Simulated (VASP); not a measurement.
# BP (F-43m) in VASP: phonons with r2SCAN

Aim: the phonons of BP with r2SCAN.

All numbers are computed with VASP 6.6.1; they aren't measurements. Logs are shortened: lines on timing, memory, paths and dates and some standing lists are left out, and cuts for length are marked.

## 1. The cell of the first run

The structure is cubic, space group F-43m (No. 216). The conventional cell has a = 4.537 Å, b = 4.537 Å, c = 4.537 Å, α = 90.00°, β = 90.00°, γ = 90.00°. Within 2.6 Å of B (site symmetry -43m) lie 4 P at 1.96 Å. Within 2.6 Å of P (site symmetry -43m) lie 4 B at 1.96 Å.

## 2. Phonons, r2SCAN (zone-centre modes of this cell by finite displacements)

Input file INCAR:

```
  PREC = Accurate
  ENCUT = 520
  EDIFF = 1E-8
  ISMEAR = 0
  SIGMA = 0.05
  LREAL = False
  LASPH = True
  NELM = 60
  ALGO = Normal
  ISIF = 2
  LWAVE = False
  LCHARG = False
  METAGGA = R2SCAN
  LMIXTAU = True
  NBANDS = 11
  IBRION = 6
  NFREE = 2
  POTIM = 0.015
  NSW = 1
```

Input file KPOINTS:

```
Automatic mesh
0
Gamma
  10 10 10
```

Input file POSCAR:

```
BP
1.0
    0.0000000000      2.2682668145      2.2682668145
    2.2682668145      0.0000000000      2.2682668145
    2.2682668145      2.2682668145      0.0000000000
B P
1 1
Direct
    0.0000000000      0.0000000000      0.0000000000
    0.7500000000      0.7500000000      0.7500000000
```

Potentials or basis: VASP PAW PBE potentials, release 64 (B, P).

Run with:

```console
cat potpaw_PBE.64/B/POTCAR potpaw_PBE.64/P/POTCAR > POTCAR
mpirun -np 1 vasp_std > vasp.out
```

OUTCAR:

```text
PREC = Accurate
   ENCUT = 520
   EDIFF = 1E-8
   ISMEAR = 0
   LREAL = False
   LASPH = True
   NELM = 60
   ISIF = 2
   METAGGA = R2SCAN
   IBRION = 6
   NFREE = 2
   POTIM = 0.015
   NSW = 1

 ion  position               nearest neighbor table
   1  0.000  0.000  0.000-   2 1.96   2 1.96   2 1.96   2 1.96
   2  0.750  0.750  0.750-   1 1.96   1 1.96   1 1.96   1 1.96

  LATTYP: Found a face centered cubic cell.
 ALAT       =     4.5365336290

  Lattice vectors:

 A1 = (   0.0000000000,   2.2682668145,   2.2682668145)
 A2 = (   2.2682668145,   0.0000000000,   2.2682668145)
 A3 = (   2.2682668145,   2.2682668145,   0.0000000000)

Analysis of symmetry for initial positions (statically):
=====================================================================
 Subroutine PRICEL returns:
 Original cell was already a primitive cell.

 Routine SETGRP: Setting up the symmetry group for a
 face centered cubic supercell.

 Subroutine GETGRP returns: Found 24 space group operations
 (whereof 24 operations were pure point group operations)
 out of a pool of 48 trial point group operations.

The static configuration has the point symmetry T_d .

Analysis of symmetry for dynamics (positions and initial velocities):
=====================================================================
 Subroutine PRICEL returns:
 Original cell was already a primitive cell.

 Routine SETGRP: Setting up the symmetry group for a
 face centered cubic supercell.

 Subroutine GETGRP returns: Found 24 space group operations
 (whereof 24 operations were pure point group operations)
 out of a pool of 48 trial point group operations.

The dynamic configuration has the point symmetry T_d .

 Subroutine INISYM returns: Found 24 space group operations
 (whereof 24 operations are pure point group operations),
 and found     1 'primitive' translations

----------------------------------------------------------------------------------------

                                     Primitive cell

  volume of cell :      23.3406

  direct lattice vectors                    reciprocal lattice vectors
     0.000000000  2.268266815  2.268266815    -0.220432621  0.220432621  0.220432621
     2.268266815  0.000000000  2.268266815     0.220432621 -0.220432621  0.220432621
     2.268266815  2.268266815  0.000000000     0.220432621  0.220432621 -0.220432621

  length of vectors
     3.207813692  3.207813692  3.207813692     0.381800500  0.381800500  0.381800500

  position of ions in fractional coordinates (direct lattice)
     0.000000000  0.000000000  0.000000000
     0.750000000  0.750000000  0.750000000

  ion indices of the primitive-cell ions
   primitive index   ion index
                 1           1
                 2           2

----------------------------------------------------------------------------------------

 KPOINTS: Automatic mesh

Automatic generation of k-mesh.
 Grid dimensions read from file:
 generate k-points for:   10   10   10

 Generating k-lattice:

  Cartesian coordinates                     Fractional coordinates (reciprocal lattice)
    -0.022043262  0.022043262  0.022043262     0.100000000  0.000000000  0.000000000
     0.022043262 -0.022043262  0.022043262     0.000000000  0.100000000  0.000000000
     0.022043262  0.022043262 -0.022043262     0.000000000  0.000000000  0.100000000

  Length of vectors
     0.038180050  0.038180050  0.038180050

  Shift w.r.t. Gamma in fractional coordinates (k-lattice)
     0.000000000  0.000000000  0.000000000

 Subroutine IBZKPT returns following result:
 ===========================================

 Found     47 irreducible k-points:

 Following reciprocal coordinates:
            Coordinates               Weight
  0.000000  0.000000  0.000000      1.000000
  0.100000  0.000000  0.000000      8.000000
  0.200000  0.000000  0.000000      8.000000
  0.300000  0.000000  0.000000      8.000000
  0.400000  0.000000  0.000000      8.000000
  0.500000  0.000000  0.000000      4.000000
[... 16 lines left out ...]
  0.300000  0.300000  0.000000      6.000000
  0.400000  0.300000  0.000000     24.000000
 [... further k-points ...]
   k-points           NKPTS =     47   k-points in BZ     NKDIM =     47   number of bands    NBANDS=     11
   number of dos      NEDOS =    301   number of ions     NIONS =      2
   total plane-waves  NPLWV =  13824
   dimension x,y,z NGX =    24 NGY =   24 NGZ =   24
   dimension x,y,z NGXF=    48 NGYF=   48 NGZF=   48
   ions per type =               1   1
   NGX,Y,Z   is equivalent  to a cutoff of  12.44, 12.44, 12.44 a.u.
   NGXF,Y,Z  is equivalent  to a cutoff of  24.88, 24.88, 24.88 a.u.
 SYSTEM =  unknown system
   PREC   = accura    normal or accurate (medium, high low for compatibility)
   ISTART =      0    job   : 0-new  1-cont  2-samecut
   ICHARG =      2    charge: 1-file 2-atom 10-const
   ISPIN  =      1    spin polarized calculation?
   LNONCOLLINEAR =      F non collinear calculations
   LSORBIT =      F    spin-orbit coupling
   LASPH  =      T    aspherical Exc in radial PAW
   ENCUT  =  520.0 eV  38.22 Ry    6.18 a.u.   5.96  5.96  5.96*2*pi/ulx,y,z
   NELM   =     60;   NELMIN=  2; NELMDL= -5     # of ELM steps
   EDIFF  = 0.1E-07   stopping-criterion for ELM
   LREAL  =      F    real-space projection
   EDIFFG = 0.1E-06   stopping-criterion for IOM
   NSW    =     61    number of steps for IOM
   IBRION =      6    ionic relax: 0-MD 1-quasi-New 2-CG
   NFREE  =      2    steps in history (QN), initial steepest desc. (CG)
   ISIF   =      2    stress and relaxation
   ISYM   =      2    0-nonsym 1-usesym 2-fastsym
   POTIM  = 0.0150    time-step for ionic-motion
   TEBEG  =    0.0;   TEEND  =   0.0 temperature during run
   PSTRESS=    0.0 pullay stress
   NELECT =       8.0000    total number of electrons
   NUPDOWN=      -1.0000    fix difference up-down
   EMIN   =  10.00;   EMAX   =-10.00  energy-range for DOS
   EFERMI =   0.00;   METHOD = LEGACY
   ISMEAR =     0;   SIGMA  =   0.05  broadening in eV -4-tet -1-fermi 0-gaus
   EFERMI_NEDOS =   21; number of points for ismear=-14 and -15
   IALGO  =     38    algorithm
   IMIX   =      4    mixing-type and parameters
     AMIX     =   0.40;   BMIX     =  1.00
     AMIX_MAG =   1.60;   BMIX_MAG =  1.00
  volume/ion in A,a.u.               =      11.67        78.76
  Fermi-wavevector in a.u.,A,eV,Ry     =   1.145691  2.165041 17.859102  1.312607
  Thomas-Fermi vector in A             =   2.282378
   LORBIT       =      0    0 simple, 1 ext, 2 COOP (PROOUT), +10 PAW based schemes
   METAGGA = R2SCAN    functional components
   LHFCALC =     F    Hartree Fock is set to
   AEXX    =    0.0000 exact exchange contribution
   IVDW    =     0    specifies the selected vdW correction
   LEPSILON=     F    determine dielectric tensor
   LRPA    =     F    only Hartree local field effects (RPA)
 finite differences with symmetry
 non-spin polarized calculation
 Gauss-broadening in eV      SIGMA  =   0.05
  energy-cutoff  :      520.00
  volume of cell :       23.34
 maximum number of plane-waves:       637
   NGX = 11   NGY = 11   NGZ = 11

--------------------------------------- Ionic step        1  -------------------------------------------

 number of electron       8.0000000 magnetization

 Free energy of the ion-electron system (eV)
  ---------------------------------------------------
  ext. energy  EPLUGINS =         0.00000000
  ---------------------------------------------------
  free energy    TOTEN  =       -17.31131383 eV

  energy without entropy =      -17.31131383  energy(sigma->0) =      -17.31131383

------------------------ aborting loop because EDIFF is reached ----------------------------------------

  FORCE on cell =-STRESS in cart. coord.  units (eV):
  Direction    XX          YY          ZZ          XY          YZ          ZX
  --------------------------------------------------------------------------------------
  -------------------------------------------------------------------------------------
  Total       -0.0736271     -0.0736271     -0.0736271      0.0000000      0.0000000     -0.0000000
  in kB       -5.0540070     -5.0540070     -5.0540070      0.0000000      0.0000000     -0.0000000
  external PRESSURE =      -5.0540070 kB  Pullay stress =       0.0000000 kB
[... 129 lines left out ...]
  energy  without entropy=      -17.3090974431  energy(sigma->0) =      -17.30909744

--------------------------------------- Ionic step        5  -------------------------------------------

 number of electron       8.0000000 magnetization

 Free energy of the ion-electron system (eV)
  ---------------------------------------------------
  ext. energy  EPLUGINS =         0.00000000
  ---------------------------------------------------
  free energy    TOTEN  =       -17.30909746 eV

  energy without entropy =      -17.30909746  energy(sigma->0) =      -17.30909746

 E-fermi :   7.8145     XC(G=0): -11.5053

 val. band max:        7.5242119323   @ k =   0.0000   0.0000   0.0000
 cond. band min:       8.8438623015   @ k =   0.0000   0.4000   0.4000
 fundamental gap:      1.3196503693
 Fermi energy:         7.8145380766

 k-point     1 :       0.0000    0.0000    0.0000
  band No.  band energies     occupation
      1      -8.8680      2.00000
      2       7.2769      2.00000
      3       7.4017      2.00000
      4       7.5242      2.00000
      5      10.9604      0.00000
      6      11.0409      0.00000
      7      11.1244      0.00000
      8      15.4256      0.00000
      9      19.8114      0.00000
     10      20.0497      0.00000
     11      20.0506      0.00000
[... 309 lines left out ...]
 k-point    24 :       0.4000    0.3000    0.0000
  band No.  band energies     occupation
      1      -5.7716      2.00000
      2       0.9021      2.00000
      3       3.1070      2.00000
      4       3.6885      2.00000
      5       9.4455      0.00000
      6      11.3465      0.00000
      7      17.5217      0.00000
      8      17.5700      0.00000
      9      22.4679      0.00000
     10      23.4697      0.00000
     11      25.5646      0.00000

 [... further k-points ...]
[... 5 lines left out ...]
  --------------------------------------------------------------------------------------
  -------------------------------------------------------------------------------------
  Total       -0.0731408     -0.0693668     -0.0693668      0.0000000     -0.1021750      0.0000000
  in kB       -5.0206286     -4.7615665     -4.7615665      0.0000000     -7.0136291      0.0000000
  external PRESSURE =      -4.8479205 kB  Pullay stress =       0.0000000 kB
[... 17 lines left out ...]
  FREE ENERGIE OF THE ION-ELECTRON SYSTEM (eV)
  ---------------------------------------------------
  free  energy   TOTEN  =       -17.3090974620 eV

  energy  without entropy=      -17.3090974620  energy(sigma->0) =      -17.30909746

 INTERNAL STRAIN TENSORS FROM DISPLACED ATOMS
 ============================================

 INTERNAL STRAIN TENSOR FOR ION    1 for displacements in x,y,z  (eV/Angst):
          X           Y           Z          XY          YZ          ZX
  --------------------------------------------------------------------------------
  x    -0.00000     0.00000     0.00000     0.00000    -6.79856     0.00000
  y     0.00000    -0.00000     0.00000     0.00000     0.00000    -6.79856
  z     0.00000     0.00000    -0.00000    -6.79856     0.00000     0.00000

 INTERNAL STRAIN TENSOR FOR ION    2 for displacements in x,y,z  (eV/Angst):
          X           Y           Z          XY          YZ          ZX
  --------------------------------------------------------------------------------
  x    -0.00000    -0.00000    -0.00000     0.00000     6.81601     0.00000
  y    -0.00000    -0.00000    -0.00000     0.00000     0.00000     6.81601
  z    -0.00000    -0.00000    -0.00000     6.81601     0.00000     0.00000

 Eigenvectors and eigenvalues of the dynamical matrix
 ----------------------------------------------------

   1 f  =   24.509931 THz   154.000437 2PiTHz  817.563287 cm-1   101.364883 meV
             X         Y         Z           dx          dy          dz
      0.000000  0.000000  0.000000     0.000000    0.000000    0.860977
      3.402400  3.402400  3.402400     0.000000    0.000000   -0.508644

   2 f  =   24.509931 THz   154.000437 2PiTHz  817.563287 cm-1   101.364883 meV
             X         Y         Z           dx          dy          dz
      0.000000  0.000000  0.000000     0.860977   -0.000000    0.000000
      3.402400  3.402400  3.402400    -0.508644    0.000000    0.000000
[... 11 lines left out ...]
   5 f/i=    0.000303 THz     0.001904 2PiTHz    0.010108 cm-1     0.001253 meV
             X         Y         Z           dx          dy          dz
      0.000000  0.000000  0.000000     0.386297    0.330897    0.000000
      3.402400  3.402400  3.402400     0.653882    0.560107    0.000000

   6 f/i=    0.000303 THz     0.001904 2PiTHz    0.010108 cm-1     0.001253 meV
             X         Y         Z           dx          dy          dz
      0.000000  0.000000  0.000000     0.000000    0.000000   -0.508644
      3.402400  3.402400  3.402400     0.000000    0.000000   -0.860977

 ELASTIC MODULI CONTR FROM IONIC RELAXATION (kBar)
 Direction    XX          YY          ZZ          XY          YZ          ZX
 --------------------------------------------------------------------------------
 XX          -0.0000     -0.0000     -0.0000      0.0000      0.0000      0.0000
 YY          -0.0000     -0.0000     -0.0000      0.0000      0.0000      0.0000
 ZZ          -0.0000     -0.0000     -0.0000      0.0000      0.0000      0.0000
 XY           0.0000      0.0000      0.0000   -161.4828      0.0000      0.0000
 YZ           0.0000      0.0000      0.0000      0.0000   -161.4828      0.0000
 ZX           0.0000      0.0000      0.0000      0.0000      0.0000   -161.4828
 --------------------------------------------------------------------------------
```

Wall time 8.9 min (1 thread of AMD EPYC 7R43 (Zen 3), shared host); peak memory 0.16 GiB.

Results:

```
Highest phonon frequency at Γ, LO-TO splitting left out : 818 cm⁻¹
```

Phonon frequencies in cm⁻¹ (negative: imaginary):
| q point | frequencies |
| --- | --- |
| (0.000, 0.000, 0.000) | 0 0 0 818 818 818 |

Caveat: the cell differs from its parent crystal (zone-centre modes of this cell by finite displacements); the PAW data sets were made with another functional, which shifts forces and pressure a little.
